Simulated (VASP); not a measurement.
Input of a VASP 6.6.1 run:

INCAR

```
SYSTEM = Li
  PREC = Accurate
  ENCUT = 520
  EDIFF = 1E-6
  ISMEAR = -1
  SIGMA = 0.16
  LREAL = Auto
  LASPH = .True.
  NELM = 100
  ALGO = Normal
  ISIF = 2
  LWAVE = .False.
  LCHARG = .False.
  GGA = PS
  NBANDS = 38
```

The input KPOINTS:

```
Automatic mesh
0
Gamma
  2 2 2
  0 0 0
```

File POSCAR:

```
Li
1.0
    7.3128730000      0.0000000000      0.0000000000
    0.0000000000      7.3128730000      0.0000000000
    0.0000000000      0.0000000000      7.3128730000
Li
16
Direct
   -0.0473821985     -0.0217288062     -0.0229184891
    0.4829428872     -0.1026819418     -0.1579133126
   -0.0924534037      0.5772423506      0.1383314055
    0.0019554558     -0.1462079268      0.4206828151
    0.2696477841      0.1678957094      0.1630822797
    0.6659762859      0.4476899845     -0.0228637910
    0.4136267647      0.1667197010      0.5633490422
    0.9434458933      0.2646565857      0.2187512350
   -0.1922910462      0.6481583914      0.5807020032
    0.4039862309      0.7760014429      0.1984445785
    0.3270670775      0.3978190241      0.8410647908
    0.5929406951      0.3765278024      0.2785088706
    0.6805943437      0.9366223097      0.3146642913
    0.7738408694      0.1084799367      0.6808268105
    0.1459617855      0.7967046604      0.7028701305
    0.4358341790      0.6058631129      0.5865136725
```

Potentials or basis: VASP PAW PBE potentials, release 64 (Li_sv).

The run is started by

```console
$ cat potpaw_PBE.64/Li_sv/POTCAR > POTCAR
$ mpirun -np 1 vasp_std > vasp.out
```

Q: Estimate the largest force.

A: 1.364 eV/Å.

Q: What does it give for the band gap on the k mesh?

A: Zero (bands 24 and 25 overlap by 0.53 eV).

Forces on the atoms (eV/Å):
```
Li  -0.047 -0.214  0.177
Li   0.346  0.025  0.210
Li   0.696  1.170  0.079
Li   0.691  0.674 -0.911
Li   0.476 -0.258 -0.086
Li  -0.306 -0.124 -1.207
Li  -0.321 -0.299 -0.276
Li  -0.168 -0.493  0.630
Li  -0.419 -0.604  0.402
Li  -0.578 -0.523 -0.029
Li  -0.608 -0.050  0.493
Li  -0.249 -0.074  0.759
Li  -0.061  0.302 -0.058
Li   0.203  0.332 -0.253
Li   0.173  0.014  0.681
Li   0.172  0.121 -0.611
```

Caveat: the k points lie up to 0.43 Å⁻¹ apart, too coarse for converged energies and pressures of a metal; the atoms stand as in a frame of molecular dynamics; the PAW data sets were made with another functional, which shifts forces and pressure a little.
